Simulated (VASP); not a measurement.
# WC (P-6m2) in VASP: vibrations by perturbation theory with PBEsol

Aim: the vibrations by perturbation theory of WC with PBEsol.

Everything below comes from runs of VASP 6.6.1. Logs are shortened: lines on timing, memory, paths and dates and some standing lists are left out, and cuts for length are marked.

## (1) The cell of the first run

It takes space group P-6m2 (No. 187, hexagonal). The conventional cell has a = 2.899 Å, b = 2.899 Å, c = 2.827 Å, α = 90.00°, β = 90.00°, γ = 120.00°. Within 2.9 Å of W (site symmetry -6m2) lie 6 C at 2.19 Å and 8 W at 2.83 to 2.90 Å. Within 2.9 Å of C (site symmetry -6m2) lie 6 W at 2.19 Å and 8 C at 2.83 to 2.90 Å.

## (2) Vibrations by perturbation theory, PBEsol

Contents of INCAR:

```
SYSTEM = WC
PREC     = Accurate       ! precision mode
ENCUT    = 520            ! plane-wave cutoff, eV
EDIFF    = 1E-8           ! SCF threshold, eV
ISMEAR   = -1             ! smearing method
SIGMA    = 0.15           ! smearing width, eV
LREAL    = .FALSE.        ! projectors in reciprocal space
LASPH    = .TRUE.         ! aspherical terms in the spheres
NELM     = 100            ! most SCF steps
ALGO     = Normal         ! electronic algorithm
ISIF     = 2              ! what is computed and relaxed
LWAVE    = .FALSE.        ! write WAVECAR
LCHARG   = .FALSE.        ! write CHGCAR
GGA      = PS             ! functional
NBANDS   = 16             ! bands
IBRION   = 8              ! ionic algorithm
NSW      = 1              ! ionic steps
```

Contents of KPOINTS:

```
regular mesh
0
G
  18 18 14
  0 0 0
```

Contents of POSCAR:

```
WC
1.0
    2.8993973064      0.0000000000      0.0000000000
   -1.4496986532      2.5109517230      0.0000000000
    0.0000000000      0.0000000000      2.8265238297
W C
1 1
Direct
    0.0000000000      0.0000000000      0.0000000000
    0.6666666667      0.3333333333      0.5000000000
```

Potentials or basis: VASP PAW PBE potentials, release 64 (W_sv, C).

Run with:

```
> cat potpaw_PBE.64/W_sv/POTCAR potpaw_PBE.64/C/POTCAR > POTCAR
> mpirun -np 1 vasp_std > vasp.out
```

OUTCAR:

```text
SYSTEM = WC
   PREC = Accurate
   ENCUT = 520
   EDIFF = 1E-8
   ISMEAR = -1
   LREAL = .FALSE.
   LASPH = .TRUE.
   NELM = 100
   ISIF = 2
   GGA = PS
   IBRION = 8
   NSW = 1

 ion  position               nearest neighbor table
   1  0.000  0.000  0.000-   2 2.19   2 2.19   2 2.19   2 2.19   2 2.19   2 2.19
   2  0.667  0.333  0.500-   1 2.19   1 2.19   1 2.19   1 2.19   1 2.19   1 2.19

  LATTYP: Found a hexagonal cell.
 ALAT       =     2.8993973064
 C/A-ratio  =     0.9748659914

  Lattice vectors:

 A1 = (   2.8993973064,   0.0000000000,   0.0000000000)
 A2 = (  -1.4496986532,   2.5109517230,   0.0000000000)
 A3 = (   0.0000000000,   0.0000000000,   2.8265238297)

Analysis of symmetry for initial positions (statically):
=====================================================================
 Subroutine PRICEL returns:
 Original cell was already a primitive cell.

 Routine SETGRP: Setting up the symmetry group for a
 hexagonal supercell.

 Subroutine GETGRP returns: Found 12 space group operations
 (whereof 12 operations were pure point group operations)
 out of a pool of 24 trial point group operations.

The static configuration has the point symmetry D_3h.

Analysis of symmetry for dynamics (positions and initial velocities):
=====================================================================
 Subroutine PRICEL returns:
 Original cell was already a primitive cell.

 Routine SETGRP: Setting up the symmetry group for a
 hexagonal supercell.

 Subroutine GETGRP returns: Found 12 space group operations
 (whereof 12 operations were pure point group operations)
 out of a pool of 24 trial point group operations.

The dynamic configuration has the point symmetry D_3h.

 Subroutine INISYM returns: Found 12 space group operations
 (whereof 12 operations are pure point group operations),
 and found     1 'primitive' translations
[... 616 lines left out ...]
  Total        0.1514176      0.1514176      0.1956403      0.0000000     -0.0000000      0.0000000
  in kB       11.7893065     11.7893065     15.2324631      0.0000000     -0.0000000      0.0000000
  external PRESSURE =      12.9370253 kB  Pullay stress =       0.0000000 kB

 VOLUME and BASIS-vectors are now :
 -----------------------------------------------------------------------------
  energy-cutoff  :      520.00
  volume of cell :       20.58
      direct lattice vectors                 reciprocal lattice vectors
     2.899397306  0.000000000  0.000000000     0.344899265  0.199127684  0.000000000
    -1.449698653  2.510951723  0.000000000     0.000000000  0.398255367  0.000000000
     0.000000000  0.000000000  2.826523830     0.000000000  0.000000000  0.353791463

 POSITION                                       TOTAL-FORCE (eV/Angst)
 -----------------------------------------------------------------------------------
      0.00000      0.00000      0.00000         0.000000      0.000000      0.000000
      1.44970      0.83698      1.41326        -0.000000     -0.000000      0.000000
 -----------------------------------------------------------------------------------
    total drift:                                0.000000     -0.000000      0.000000

  FREE ENERGIE OF THE ION-ELECTRON SYSTEM (eV)
  ---------------------------------------------------
  free  energy   TOTEN  =       -23.9110625122 eV

  energy  without entropy=      -23.8876388539  energy(sigma->0) =      -23.89935068

[... ionic steps 2 to 3 ...]

--------------------------------------- Ionic step        4  -------------------------------------------

------------------------ aborting loop because EDIFF is reached ----------------------------------------
[... 11 lines left out ...]
[... ionic steps 8 to 8 ...]

--------------------------------------- Ionic step        9  -------------------------------------------

 Free energy of the ion-electron system (eV)
  ---------------------------------------------------
  ---------------------------------------------------
  free energy    TOTEN  =        -0.12140308 eV

  energy without entropy =       -0.12140307

------------------------ aborting loop because EDIFF is reached ----------------------------------------

 INTERNAL STRAIN TENSOR  FOR ION    2  DIRECTION 3   (eV/Angst):
 -----------------------------------------------------------------------------
     0.01338  0.00000 -0.00000
     0.00000  0.01338  0.00000
     0.00000  0.00000 -0.01969

 INTERNAL STRAIN TENSOR FOR ION    2 for displacements in x,y,z  (eV/Angst):
          X           Y           Z          XY          YZ          ZX
  --------------------------------------------------------------------------------
  x    -0.00000     0.00000     0.00000    -5.63770     0.00000     0.00000
  y    -5.63770     5.63770     0.00000    -0.00000     0.00000     0.00000
  z     0.00000     0.00000     0.00000     0.00000     0.00000     0.00000

 SECOND DERIVATIVES (NOT SYMMETRIZED)
 ------------------------------------
               1X          1Y          1Z          2X          2Y          2Z
  1X   -16.154020   -0.000000    0.000000   16.154020    0.000000    0.000000
  1Y     0.000000  -16.154020    0.000000    0.000000   16.154020    0.000000
  1Z     0.000000    0.000000  -14.628485   -0.000000    0.000000   14.628485
  2X    16.150335    0.000000    0.000000  -16.150335    0.000000    0.000000
  2Y     0.000000   16.150335    0.000000    0.000000  -16.150335    0.000000
  2Z    -0.000000    0.000000   14.617526    0.000000    0.000000  -14.617526

 Eigenvectors and eigenvalues of the dynamical matrix
 ----------------------------------------------------

   1 f  =   18.711005 THz   117.564713 2PiTHz  624.131950 cm-1    77.382465 meV
             X         Y         Z           dx          dy          dz
      0.000000  0.000000  0.000000    -0.247664    0.000000   -0.000000
      1.449699  0.836984  1.413262     0.968846   -0.000000    0.000000
[... 21 lines left out ...]
   6 f/i=    0.001601 THz     0.010059 2PiTHz    0.053402 cm-1     0.006621 meV
             X         Y         Z           dx          dy          dz
      0.000000  0.000000  0.000000    -0.000000    0.000000    0.968831
      1.449699  0.836984  1.413262     0.000000    0.000000    0.247724

--------------------------------------------------------------------------------------------------------

 ELASTIC MODULI CONTR FROM IONIC RELAXATION (kBar)
 Direction    XX          YY          ZZ          XY          YZ          ZX
 --------------------------------------------------------------------------------
 XX        -124.2392    124.2392      0.0000     -0.0000      0.0000      0.0000
 YY         124.2392   -124.2392      0.0000      0.0000      0.0000      0.0000
 ZZ           0.0000      0.0000      0.0000      0.0000      0.0000      0.0000
 XY          -0.0000      0.0000      0.0000   -124.2392      0.0000      0.0000
 YZ           0.0000      0.0000      0.0000      0.0000      0.0000      0.0000
 ZX           0.0000      0.0000      0.0000      0.0000      0.0000      0.0000
 --------------------------------------------------------------------------------
```

stdout:

```text
POSCAR found type information on POSCAR W C
 POSCAR found :  2 types and       2 ions
 scaLAPACK will be used
 -----------------------------------------------------------------------------
|                                                                             |
|                                                                             |
|     You enforced a specific xc type in the INCAR file but a different       |
|     I HOPE YOU KNOW WHAT YOU ARE DOING!                                     |
|                                                                             |
 -----------------------------------------------------------------------------

 LDA part: xc-table for (Slater+PW92), standard interpolation
 POSCAR, INCAR and KPOINTS ok, starting setup
 FFT: planning ... GRIDC
 FFT: planning ... GRID_SOFT
 FFT: planning ... GRID
 WAVECAR not read
 entering main loop
 Linear response reoptimize wavefunctions to high precision
 Linear response DOF=           4
 Linear response progress:
 first order change of Fermi-energy  -0.54957E-04
 force on displaced ion       1 direction 1 : -16.154   0.001   0.000
 Linear response progress:
 first order change of Fermi-energy  -0.61704E-03
 force on displaced ion       1 direction 3 :  -0.000   0.000 -14.628
 Linear response progress:
 first order change of Fermi-energy   0.48626E-05
 force on displaced ion       2 direction 1 : -16.150   0.002   0.000
 Linear response progress:
 first order change of Fermi-energy   0.29922E-03
 force on displaced ion       2 direction 3 :  -0.000  -0.000 -14.618
 Linear response finished
```

Run time: 17 min. Hardware: 1 thread of Intel Xeon Platinum 8259CL at 2.50GHz (Skylake/Cascade Lake), shared host; peak memory 0.91 GiB.

Results:

| Quantity | Value |
| --- | --- |
| Highest phonon frequency at Γ, LO-TO splitting left out | 624 cm⁻¹ |

Phonon frequencies in cm⁻¹ (negative: imaginary):
| q point | frequencies |
| --- | --- |
| (0.000, 0.000, 0.000) | 0 0 0 594 624 624 |

Caveat: the cell wasn't relaxed at this level first, which shifts response properties; the PAW data sets were made with another functional, which shifts forces and pressure a little; spin-orbit coupling is left out, which moves the levels of the heavy elements.
